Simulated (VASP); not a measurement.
# Y (I4/mmm) in VASP: a series of runs

Runs on Y. Level: PBEsol. Tasks: single point.

All numbers are computed with VASP 6.6.1; they aren't measurements. Logs are shortened: lines on timing, memory, paths and dates and some standing lists are left out, and cuts for length are marked.

**1. The cell of the first run**

It takes space group I4/mmm (No. 139, tetragonal). The conventional cell has a = 3.514 Å, b = 3.514 Å, c = 4.771 Å, α = 90.00°, β = 90.00°, γ = 90.00°. Within 4.5 Å of Y (site symmetry 4/mmm) lie 12 Y at 3.44 to 3.51 Å.

**2. Single point, PBEsol (strain +0.000 along x and y, -0.040 along z)**

INCAR reads:

```
PREC = Accurate
ENCUT = 520
EDIFF = 1E-6
ISMEAR = 0
SIGMA = 0.15
LREAL = F
LASPH = T
NELM = 60
ALGO = Normal
ISIF = 2
LWAVE = F
LCHARG = F
GGA = PS
NBANDS = 12
```

KPOINTS reads:

```
regular mesh
0
Gamma
  16 16 16
```

POSCAR reads:

```
Y
1.0
    0.0000000000      2.4850000000      2.3856000000
    2.4850000000      0.0000000000      2.3856000000
    2.4850000000      2.4850000000      0.0000000000
Y
1
Direct
    0.0000000000      0.0000000000      0.0000000000
```

Potentials or basis: VASP PAW PBE potentials, release 64 (Y_sv).

On the command line:

```
> cat potpaw_PBE.64/Y_sv/POTCAR > POTCAR
> mpirun -np 1 vasp_std > vasp.out
```

OUTCAR:

```text
PREC = Accurate
   ENCUT = 520
   EDIFF = 1E-6
   ISMEAR = 0
   LREAL = F
   LASPH = T
   NELM = 60
   ISIF = 2
   GGA = PS

 ion  position               nearest neighbor table
   1  0.000  0.000  0.000-

  LATTYP: Found a body centered tetragonal cell.
 ALAT       =     3.5143207025
 C/A-ratio  =     1.3576450199

  Lattice vectors:

 A1 = (   0.0000000000,  -2.4850000000,  -2.3856000000)
 A2 = (   0.0000000000,   2.4850000000,  -2.3856000000)
 A3 = (   2.4850000000,   0.0000000000,   2.3856000000)

Analysis of symmetry for initial positions (statically):
=====================================================================
 Subroutine PRICEL returns:
 Original cell was already a primitive cell.

 Routine SETGRP: Setting up the symmetry group for a
 body centered tetragonal supercell.

 Subroutine GETGRP returns: Found 16 space group operations
 (whereof 16 operations were pure point group operations)
 out of a pool of 16 trial point group operations.

The static configuration has the point symmetry D_4h.

Analysis of symmetry for dynamics (positions and initial velocities):
=====================================================================
 Subroutine PRICEL returns:
 Original cell was already a primitive cell.

 Routine SETGRP: Setting up the symmetry group for a
 body centered tetragonal supercell.

 Subroutine GETGRP returns: Found 16 space group operations
 (whereof 16 operations were pure point group operations)
 out of a pool of 16 trial point group operations.

The dynamic configuration has the point symmetry D_4h.

 Subroutine INISYM returns: Found 16 space group operations
 (whereof 16 operations are pure point group operations),
 and found     1 'primitive' translations

----------------------------------------------------------------------------------------

                                     Primitive cell

  volume of cell :      29.4632

  direct lattice vectors                    reciprocal lattice vectors
     0.000000000  2.485000000  2.385600000    -0.201207243  0.201207243  0.209590879
     2.485000000  0.000000000  2.385600000     0.201207243 -0.201207243  0.209590879
     2.485000000  2.485000000  0.000000000     0.201207243  0.201207243 -0.209590879

  length of vectors
     3.444751422  3.444751422  3.514320702     0.353407762  0.353407762  0.353407762

  position of ions in fractional coordinates (direct lattice)
     0.000000000  0.000000000  0.000000000

  ion indices of the primitive-cell ions
   primitive index   ion index
                 1           1

----------------------------------------------------------------------------------------

 KPOINTS: regular mesh

Automatic generation of k-mesh.
 Grid dimensions read from file:
 generate k-points for:   16   16   16

 Generating k-lattice:

  Cartesian coordinates                     Fractional coordinates (reciprocal lattice)
    -0.012575453  0.012575453  0.013099430     0.062500000  0.000000000  0.000000000
     0.012575453 -0.012575453  0.013099430     0.000000000  0.062500000  0.000000000
     0.012575453  0.012575453 -0.013099430    -0.000000000 -0.000000000  0.062500000

  Length of vectors
     0.022087985  0.022087985  0.022087985

  Shift w.r.t. Gamma in fractional coordinates (k-lattice)
     0.000000000  0.000000000  0.000000000

 Subroutine IBZKPT returns following result:
 ===========================================

 Found    349 irreducible k-points:

 Following reciprocal coordinates:
            Coordinates               Weight
  0.000000  0.000000  0.000000      1.000000
  0.062500  0.000000  0.000000      8.000000
  0.125000  0.000000  0.000000      8.000000
  0.187500  0.000000  0.000000      8.000000
  0.250000  0.000000  0.000000      8.000000
  0.312500  0.000000  0.000000      8.000000
[... 16 lines left out ...]
 -0.125000  0.062500  0.000000      8.000000
 -0.062500  0.062500  0.000000      4.000000
 [... further k-points ...]
   k-points           NKPTS =    349   k-points in BZ     NKDIM =    349   number of bands    NBANDS=     12
   number of dos      NEDOS =    301   number of ions     NIONS =      1
   total plane-waves  NPLWV =  21952
   dimension x,y,z NGX =    28 NGY =   28 NGZ =   28
   dimension x,y,z NGXF=    56 NGYF=   56 NGZF=   56
   ions per type =               1
   NGX,Y,Z   is equivalent  to a cutoff of  13.51, 13.51, 13.25 a.u.
   NGXF,Y,Z  is equivalent  to a cutoff of  27.03, 27.03, 26.49 a.u.
 SYSTEM =  unknown system
   PREC   = accura    normal or accurate (medium, high low for compatibility)
   ISTART =      0    job   : 0-new  1-cont  2-samecut
   ICHARG =      2    charge: 1-file 2-atom 10-const
   ISPIN  =      1    spin polarized calculation?
   LNONCOLLINEAR =      F non collinear calculations
   LSORBIT =      F    spin-orbit coupling
   LASPH  =      T    aspherical Exc in radial PAW
   ENCUT  =  520.0 eV  38.22 Ry    6.18 a.u.   6.40  6.40  6.53*2*pi/ulx,y,z
   NELM   =     60;   NELMIN=  2; NELMDL= -5     # of ELM steps
   EDIFF  = 0.1E-05   stopping-criterion for ELM
   LREAL  =      F    real-space projection
   EDIFFG = 0.1E-04   stopping-criterion for IOM
   NSW    =      0    number of steps for IOM
   IBRION =     -1    ionic relax: 0-MD 1-quasi-New 2-CG
   NFREE  =      0    steps in history (QN), initial steepest desc. (CG)
   ISIF   =      2    stress and relaxation
   ISYM   =      2    0-nonsym 1-usesym 2-fastsym
   POTIM  = 0.5000    time-step for ionic-motion
   TEBEG  =    0.0;   TEEND  =   0.0 temperature during run
   PSTRESS=    0.0 pullay stress
   NELECT =      11.0000    total number of electrons
   NUPDOWN=      -1.0000    fix difference up-down
   EMIN   =  10.00;   EMAX   =-10.00  energy-range for DOS
   EFERMI =   0.00;   METHOD = LEGACY
   ISMEAR =     0;   SIGMA  =   0.15  broadening in eV -4-tet -1-fermi 0-gaus
   EFERMI_NEDOS =   21; number of points for ismear=-14 and -15
   IALGO  =     38    algorithm
   IMIX   =      4    mixing-type and parameters
     AMIX     =   0.40;   BMIX     =  1.00
     AMIX_MAG =   1.60;   BMIX_MAG =  1.00
  volume/ion in A,a.u.               =      29.46       198.83
  Fermi-wavevector in a.u.,A,eV,Ry     =   1.178815  2.227637 18.906716  1.389604
  Thomas-Fermi vector in A             =   2.315137
   LORBIT       =      0    0 simple, 1 ext, 2 COOP (PROOUT), +10 PAW based schemes
   GGA     = PS    functional components
   LHFCALC =     F    Hartree Fock is set to
   AEXX    =    0.0000 exact exchange contribution
   IVDW    =     0    specifies the selected vdW correction
   LEPSILON=     F    determine dielectric tensor
   LRPA    =     F    only Hartree local field effects (RPA)
 non-spin polarized calculation
 Gauss-broadening in eV      SIGMA  =   0.15
  energy-cutoff  :      520.00
  volume of cell :       29.46
 maximum number of plane-waves:       821
 NGX is ok and might be reduce to    28
   NGX = 13   NGY = 13   NGZ = 13

 number of electron      11.0000000 magnetization

 Free energy of the ion-electron system (eV)
  ---------------------------------------------------
  ext. energy  EPLUGINS =         0.00000000
  ---------------------------------------------------
  free energy    TOTEN  =        -6.79983172 eV

  energy without entropy =       -6.78487701  energy(sigma->0) =       -6.79235437

 E-fermi :   3.4729     XC(G=0):  -9.9650

 val. band max:        3.4615035779   @ k =   0.3750   0.1875   0.0000
 cond. band min:       3.4733857251   @ k =  -0.2500   0.3125   0.1250
 fundamental gap:      0.0118821472
 Fermi energy:         3.4729041500

 k-point     1 :       0.0000    0.0000    0.0000
  band No.  band energies     occupation
      1     -38.8830      2.00000
      2     -18.5111      2.00000
      3     -18.5111      2.00000
      4     -18.5074      2.00000
      5      -1.4373      2.00000
      6       5.2465      0.00000
      7       5.2465      0.00000
      8       5.5975      0.00000
      9       7.3512      0.00000
     10       7.8667      0.00000
     11      12.7619      0.00000
     12      16.0109      0.00000

 k-point     2 :       0.0625    0.0000    0.0000
  band No.  band energies     occupation
      1     -38.8792      2.00000
      2     -18.5423      2.00000
      3     -18.5159      2.00000
      4     -18.5117      2.00000
      5      -1.3272      2.00000
      6       5.1727      0.00000
      7       5.2971      0.00000
      8       5.5978      0.00000
      9       7.2985      0.00000
     10       7.7941      0.00000
     11      13.0186      0.00000
     12      15.7214      0.00000

 k-point     3 :       0.1250    0.0000    0.0000
  band No.  band energies     occupation
      1     -38.8683      2.00000
      2     -18.6337      2.00000
      3     -18.5295      2.00000
      4     -18.5206      2.00000
      5      -1.0095      2.00000
      6       4.9031      0.00000
      7       5.4168      0.00000
      8       5.6874      0.00000
      9       7.1997      0.00000
     10       7.6313      0.00000
     11      13.6513      0.00000
     12      14.9779      0.00000
[... 286 lines left out ...]
 k-point    23 :      -0.1250    0.0625    0.0000
  band No.  band energies     occupation
      1     -38.8609      2.00000
      2     -18.6788      2.00000
      3     -18.5521      2.00000
      4     -18.5299      2.00000
      5      -0.7860      2.00000
      6       4.6884      0.00000
      7       5.5323      0.00000
      8       5.7836      0.00000
      9       6.8856      0.00000
     10       7.7658      0.00000
     11      14.0620      0.00000
     12      14.8691      0.00000

 k-point    24 :      -0.0625    0.0625    0.0000
  band No.  band energies     occupation
      1     -38.8734      2.00000
      2     -18.5828      2.00000
      3     -18.5306      2.00000
      4     -18.5182      2.00000
      5      -1.1552      2.00000
      6       4.9718      0.00000
      7       5.3782      0.00000
      8       5.7186      0.00000
      9       7.0924      0.00000
     10       7.7960      0.00000
     11      13.3942      0.00000
     12      15.3453      0.00000

 [... further k-points ...]
[... 5 lines left out ...]
  --------------------------------------------------------------------------------------
  -------------------------------------------------------------------------------------
  Total        0.2712082      0.2712082      0.4937271      0.0000000      0.0000000      0.0000000
  in kB       14.7479942     14.7479942     26.8483202      0.0000000      0.0000000      0.0000000
  external PRESSURE =      18.7814362 kB  Pullay stress =       0.0000000 kB

 VOLUME and BASIS-vectors are now :
 -----------------------------------------------------------------------------
  energy-cutoff  :      520.00
  volume of cell :       29.46
      direct lattice vectors                 reciprocal lattice vectors
     0.000000000  2.485000000  2.385600000    -0.201207243  0.201207243  0.209590879
     2.485000000  0.000000000  2.385600000     0.201207243 -0.201207243  0.209590879
     2.485000000  2.485000000  0.000000000     0.201207243  0.201207243 -0.209590879

 POSITION                                       TOTAL-FORCE (eV/Angst)
 -----------------------------------------------------------------------------------
      0.00000      0.00000      0.00000        -0.000000     -0.000000      0.000000
 -----------------------------------------------------------------------------------
    total drift:                               -0.000000     -0.000000     -0.000000

  FREE ENERGIE OF THE ION-ELECTRON SYSTEM (eV)
  ---------------------------------------------------
  free  energy   TOTEN  =        -6.7998317166 eV

  energy  without entropy=       -6.7848770135  energy(sigma->0) =       -6.79235437
```

Run time: 47 s. Hardware: 1 thread of Intel Xeon 6975P-C (Granite Rapids), shared host; peak memory 0.28 GiB.

What came out:

```yaml
Free_energy: -6.7998 eV
Pressure: 1.9 GPa
Band_gap_on_the_k_mesh: zero (an odd number of electrons rules out a gap without spin polarisation)
```

Caveat: the cell differs from its parent crystal (strain +0.000 along x and y, -0.040 along z); the PAW data sets were made with another functional, which shifts forces and pressure a little.

**3. Single point, PBEsol (strain -0.040 along x and y, +0.040 along z)**

INCAR reads:

```
  PREC = Accurate
  ENCUT = 520
  EDIFF = 1E-6
  ISMEAR = 0
  SIGMA = 0.15
  LREAL = False
  LASPH = True
  NELM = 100
  ALGO = Normal
  ISIF = 2
  LWAVE = False
  LCHARG = True
  GGA = PS
  LELF = True
  LVHAR = True
  NBANDS = 12
```

KPOINTS is that of step 2.

POSCAR reads:

```
Y
1.0
    0.0000000000      2.3856000000      2.5844000000
    2.3856000000      0.0000000000      2.5844000000
    2.3856000000      2.3856000000      0.0000000000
Y
1
Direct
    0.0000000000      0.0000000000      0.0000000000
```

Potentials or basis: VASP PAW PBE potentials, release 64 (Y_sv).

On the command line:

```
> cat potpaw_PBE.64/Y_sv/POTCAR > POTCAR
> mpirun -np 1 vasp_std > vasp.out
```

It took 48 s on 1 thread of Intel Xeon 6975P-C (Granite Rapids), shared host; peak memory 0.28 GiB.

It converged, with:

```yaml
Free_energy: -6.7890 eV
Pressure: 1.9 GPa
Band_gap_on_the_k_mesh: zero (an odd number of electrons rules out a gap without spin polarisation)
```

Stress tensor (GPa, compression positive):
```
2.87 0.00 0.00
0.00 2.87 0.00
0.00 0.00 0.08
```

Levels at points of the mesh, in eV from the Fermi level:
```csv
k point,band 4,band 5,band 6,band 7,band 8,band 9
"(0.00, 0.00, 0.00)",-21.98,-4.91,1.42,2.17,2.17,3.54
"(0.50, 0.00, 0.00)",-22.04,-2.12,0.97,1.30,2.10,5.62
"(0.50, 0.50, 0.00)",-22.19,-2.05,-0.95,1.90,5.92,6.28
"(0.50, 0.00, 0.50)",-22.23,-1.97,-1.10,2.93,5.68,5.85
```

Caveat: the cell differs from its parent crystal (strain -0.040 along x and y, +0.040 along z); the PAW data sets were made with another functional, which shifts forces and pressure a little.

**4. Single point, PBEsol (strain +0.040 along x and y, -0.040 along z)**

INCAR reads:

```
PREC = Accurate ; ENCUT = 520
EDIFF = 1E-6 ; ISMEAR = 0
SIGMA = 0.15 ; LREAL = False
LASPH = True ; NELM = 60
ALGO = Normal ; ISIF = 2
LWAVE = False ; LCHARG = False
GGA = PS ; NBANDS = 12
```

KPOINTS is that of step 3.

POSCAR reads:

```
Y
1.0
    0.0000000000      2.5844000000      2.3856000000
    2.5844000000      0.0000000000      2.3856000000
    2.5844000000      2.5844000000      0.0000000000
Y
1
Direct
    0.0000000000      0.0000000000      0.0000000000
```

On the command line:

```
> cat potpaw_PBE.64/Y_sv/POTCAR > POTCAR
> mpirun -np 1 vasp_std > vasp.out
```

It took 48 s on 1 thread of Intel Xeon 6975P-C (Granite Rapids), shared host; peak memory 0.29 GiB.

Results (log left out):

```
Free energy            : -6.7939 eV
Pressure               : -1.4 GPa
Band gap on the k mesh : zero (an odd number of electrons rules out a gap without spin polarisation)
```

Stress tensor (GPa, compression positive):
```
-2.08  0.00  0.00
 0.00 -2.08  0.00
 0.00  0.00 -0.07
```

Levels at points of the mesh, in eV from the Fermi level:
| k point | band 3 | band 4 | band 5 | band 6 | band 7 | band 8 |
| --- | --- | --- | --- | --- | --- | --- |
| (0.00, 0.00, 0.00) | -22.25 | -22.25 | -4.81 | 1.62 | 1.62 | 2.24 |
| (0.50, 0.00, 0.00) | -22.37 | -22.30 | -2.02 | 0.69 | 1.24 | 2.03 |
| (0.50, 0.50, 0.00) | -22.53 | -22.53 | -1.74 | -1.05 | 2.87 | 5.34 |
| (0.50, 0.00, 0.50) | -22.48 | -22.40 | -1.85 | -0.82 | 1.85 | 5.26 |

Caveat: the cell differs from its parent crystal (strain +0.040 along x and y, -0.040 along z); the PAW data sets were made with another functional, which shifts forces and pressure a little.

**5. Overview**

| cell | gap on the mesh (eV) | pressure (GPa) |
| --- | --- | --- |
| a = 3.445, b = 3.445, c = 3.514 Å, angles 59.3, 59.3, 61.3°, 1 atom | none | 1.9 |
| a = 3.517, b = 3.517, c = 3.374 Å, angles 61.3, 61.3, 57.3°, 1 atom | none | 1.9 |
| a = 3.517, b = 3.517, c = 3.655 Å, angles 58.7, 58.7, 62.6°, 1 atom | none | -1.4 |

Alike in all rows: task single point; level PBEsol; potentials or basis VASP PAW PBE potentials, release 64 (Y_sv); no spin polarisation; k mesh 16 × 16 × 16; cutoff (eV) 520; smearing gaussian 0.15 eV.

Caveats: the PAW data sets were made with another functional, which shifts forces and pressure a little.

Absolute energies hang on the potentials; compare differences alone.
